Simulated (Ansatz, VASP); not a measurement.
## Two plane-wave programs on Au

File INCAR:

```
SYSTEM = Au
PREC     = Accurate       ! precision mode
ENCUT    = 600            ! plane-wave cutoff, eV
EDIFF    = 1E-6           ! SCF threshold, eV
ISMEAR   = 0              ! smearing method
SIGMA    = 0.1            ! smearing width, eV
LREAL    = .FALSE.        ! projectors in reciprocal space
LASPH    = .TRUE.         ! aspherical terms in the spheres
NELM     = 100            ! most SCF steps
ALGO     = Normal         ! electronic algorithm
ISIF     = 3              ! what is computed and relaxed
LWAVE    = .FALSE.        ! write WAVECAR
LCHARG   = .FALSE.        ! write CHGCAR
GGA      = PE             ! functional
IBRION   = 2              ! ionic algorithm
NSW      = 90             ! ionic steps
EDIFFG   = -0.04          ! ionic threshold
```

Contents of KPOINTS:

```
Automatic mesh
0
G
  6 6 4
  0 0 0
```

Contents of POSCAR:

```
Au
1.0
    3.8375023409      0.0000000000      0.0000000000
   -1.9187511705      3.3233745143      0.0000000000
    0.0000000000      0.0000000000      4.3537748656
Au
3
Direct
    0.2254000000      0.0000000000      0.3333333333
    0.0000000000      0.2254000000      0.6666666667
    0.7746000000      0.7746000000      0.0000000000
```

Input for Ansatz:

```yaml
crystal:
  lattice:
    - [3.8375023409, 0.0, 0.0]
    - [-1.9187511705, 3.3233745143, 0.0]
    - [0.0, 0.0, 4.3537748656]
  atoms:
    - { symbol: Au, position: [0.2254, 0.0, 0.3333333333] }
    - { symbol: Au, position: [0.0, 0.2254, 0.6666666667] }
    - { symbol: Au, position: [0.7746, 0.7746, 0.0] }
basis:
  ecutwfc: 420
kpoints:
  mp_grid: { grid: [6, 6, 4] }
hamiltonian:
  xc: pbe
scf:
  occupations: { method: gaussian, width: 0.1 }
  lower_state_search: "off"
output:
  forces: true
  stress: true
  eigenvalues: true
relax:
  adjacent_minimum: "off"
  f_tol: 0.04
  max_steps: 70
  cell: { stress_tol: 0.4 }
```

Alike in both runs: task relaxation of cell and atoms; functional PBE; k mesh 6 × 6 × 4; occupations gaussian, width 0.1 eV; no spin polarisation.

|  | VASP | Ansatz |
| --- | --- | --- |
| version | VASP 6.6.1 | Ansatz 0.2.0 |
| potentials or method | VASP PAW PBE potentials, release 64 (Au), cutoff 600 eV | scalar-relativistic, plane waves, PAW |
| valence electrons in the cell | 33 | 57 |

Ansatz gave:

| Quantity | Value |
| --- | --- |
| gap on the k mesh at the Fermi level, each at its own relaxed structure (eV) | none |
| relaxed volume (Å³/atom) | 18.16 |
| relaxed cell length with the largest relative difference (Å) | 4.793 |

Task: Estimate VASP's values.

Result: gap on the k mesh at the Fermi level, each at its own relaxed structure (eV): none; relaxed volume (Å³/atom): 18.10; relaxed cell length with the largest relative difference (Å): 4.781.

A gap of «none» marks a metal or a gap that the smearing closes. VASP's potentials hold 33 valence electrons a cell and Ansatz's 57, so a difference there can come from the potentials and not from the codes.

The k mesh is coarse, so the values compare programs but aren't converged. Spin-orbit coupling is off throughout.
